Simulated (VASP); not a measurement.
Here is a VASP 6.6.1 calculation.

Contents of INCAR:

```
SYSTEM = Co
  PREC = Accurate
  ENCUT = 600
  EDIFF = 1E-6
  ISMEAR = 0
  SIGMA = 0.05
  LREAL = .FALSE.
  LASPH = .TRUE.
  NELM = 150
  ALGO = Normal
  ISIF = 3
  LWAVE = .FALSE.
  LCHARG = .FALSE.
  ISPIN = 2
  MAGMOM = 1.5 1.5
  LORBIT = 11
  LMAXMIX = 4
  IBRION = 2
  NSW = 80
  EDIFFG = -0.01
```

KPOINTS

```
regular mesh
0
G
  20 20 12
  0 0 0
```

POSCAR

```
Co
1.0
    2.5074000000      0.0000000000      0.0000000000
   -1.2537000000      2.1714720974      0.0000000000
    0.0000000000      0.0000000000      4.0699000000
Co
2
Direct
    0.3333333333      0.6666666667      0.2500000000
    0.6666666667      0.3333333333      0.7500000000
```

Potentials or basis: VASP PAW LDA potentials, release 64 (Co).

The run is started by

```bash
$ cat potpaw_LDA.64/Co/POTCAR > POTCAR
$ mpirun -np 1 vasp_std > vasp.out
```

What does it give for the relaxed volume?

9.96 Å³/atom.

Predict the space group after relaxing (to 0.1 Å).

P6_3/mmc (No. 194).

The path:
```csv
step,energy change (eV),largest force (eV/Å),pressure (GPa),volume (Å³)
1,0.0000,0.0000,-22.38,22.16
2,0.1171,0.0000,41.50,17.56
3,-0.1719,0.0000,-1.31,20.03
4,-0.1723,0.0000,-0.06,19.94
5,-0.1722,0.0000,0.46,19.89
6,-0.1725,0.0000,-0.50,19.97
7,-0.1725,0.0000,-0.31,19.95
8,-0.1725,0.0000,0.18,19.92
9,-0.1726,0.0000,0.02,19.93
```

LDA usually gives volumes a few per cent too small. Zero-point motion and thermal expansion aren't in these numbers.
